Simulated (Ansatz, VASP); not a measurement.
**Ti in VASP and in Ansatz**

```
Ti
1.0
     0.00000    1.92850    1.92850
     1.92850    0.00000    1.92850
     1.92850    1.92850    0.00000
Ti
1
Direct
  0.00000 0.00000 0.00000
```

Change from the starting cell: strain -0.050 along x and y, -0.050 along z, atoms carried along.

Alike in both runs: task single point; functional PBEsol; k mesh 20 × 20 × 20; occupations gaussian, width 0.15 eV; no spin polarisation.

|  | VASP | Ansatz |
| --- | --- | --- |
| version | VASP 6.6.1 | Ansatz 0.2.0 |
| potentials or method | VASP PAW PBE potentials, release 64 (Ti_sv), cutoff 520 eV | scalar-relativistic, plane waves, PAW |
| valence electrons in the cell | 12 | 12 |

```tsv
	VASP	Ansatz	Ansatz less VASP
gap on the k mesh at the Fermi level (eV)	none	none	-
pressure (GPa)	21.6	22.3	+0.62
```

VASP's potentials were made for PBE, not for PBEsol. A gap of «none» marks a metal or a gap that the smearing closes. The functional is the same, so the differences come from potentials, cutoffs and numerics.
